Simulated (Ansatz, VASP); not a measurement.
HfO2: VASP beside Ansatz

Contents of POSCAR:

```
HfO2
1.0
    3.4874037232      0.0000000000      0.0000000000
    0.0000000000      3.4874037232      0.0000000000
    0.0000000000      0.0000000000      4.9425402501
Hf O
2 4
Direct
    0.5000000000      0.5000000000      0.5000000000
    0.0000000000      0.0000000000      0.0000000000
    0.0000000000      0.5000000000      0.6961635355
    0.5000000000      0.0000000000      0.8038364645
    0.5000000000      0.0000000000      0.3038364645
    0.0000000000      0.5000000000      0.1961635355
```

INCAR.step1

```
SYSTEM = HfO2
PREC = Accurate
ENCUT = 520
ISMEAR = 0
SIGMA = 0.05
LREAL = .FALSE.
LASPH = .TRUE.
NELM = 100
NBANDS = 31
GGA = PE
ALGO = Normal
EDIFF = 1E-4
LWAVE = .TRUE.
LCHARG = .FALSE.
```

INCAR.step2

```
SYSTEM = HfO2
PREC = Accurate
ENCUT = 520
EDIFF = 1E-7
ISMEAR = 0
SIGMA = 0.05
LREAL = .FALSE.
LASPH = .TRUE.
NELM = 100
ALGO = Normal
ISIF = 2
LWAVE = .FALSE.
LCHARG = .FALSE.
METAGGA = R2SCAN
LMIXTAU = .TRUE.
NBANDS = 31
ISTART = 1
```

KPOINTS

```
Automatic mesh
0
G
  6 6 6
  0 0 0
```

Input for Ansatz:

```yaml
crystal:
  lattice:
    - [3.4874037232, 0.0, 0.0]
    - [0.0, 3.4874037232, 0.0]
    - [0.0, 0.0, 4.9425402501]
  atoms:
    - { symbol: Hf, position: [0.5, 0.5, 0.5] }
    - { symbol: Hf, position: [0.0, 0.0, 0.0] }
    - { symbol: O, position: [0.0, 0.5, 0.6961635355] }
    - { symbol: O, position: [0.5, 0.0, 0.8038364645] }
    - { symbol: O, position: [0.5, 0.0, 0.3038364645] }
    - { symbol: O, position: [0.0, 0.5, 0.1961635355] }
basis:
  ecutwfc: 500
kpoints:
  mp_grid: { grid: [6, 6, 6] }
hamiltonian:
  xc: r2scan
scf:
  occupations: { method: gaussian, width: 0.05 }
output:
  forces: true
  stress: true
  eigenvalues: true
  write_density: true
  write_potential: true
  elf: true
  volumetric_format: npy
```

Change from the starting cell: strain -0.025 along x and y, -0.050 along z, atoms carried along.

Alike in both runs: task single point; functional r2SCAN; k mesh 6 × 6 × 6; occupations gaussian, width 0.05 eV; no spin polarisation.

|  | VASP | Ansatz |
| --- | --- | --- |
| version | VASP 6.6.1 | Ansatz 0.2.0 |
| potentials or method | VASP PAW PBE potentials, release 64 (Hf_pv, O), cutoff 520 eV | scalar-relativistic, plane waves, PAW |
| valence electrons in the cell | 44 | 76 |

VASP gave:

* gap on the k mesh at the Fermi level (eV): 5.24
* least direct gap on the mesh (eV): 5.34
* pressure (GPa): 27.8
* traceless stress, the component that is largest in VASP (GPa): 4.74
* rms of the force components (eV/Å): 0.306

**Question.** Estimate Ansatz's values.

**Answer.** gap on the k mesh at the Fermi level (eV): 5.26; least direct gap on the mesh (eV): 5.35; pressure (GPa): 32.1; traceless stress, the component that is largest in VASP (GPa): 4.50; rms of the force components (eV/Å): 0.328.

VASP's potentials were made for PBE, not for r2SCAN. Atom by atom the forces differ by 0.022 eV/Å (rms over components). VASP's potentials hold 44 valence electrons a cell and Ansatz's 76, so a difference there can come from the potentials and not from the codes.

Neither program's run includes spin-orbit coupling.
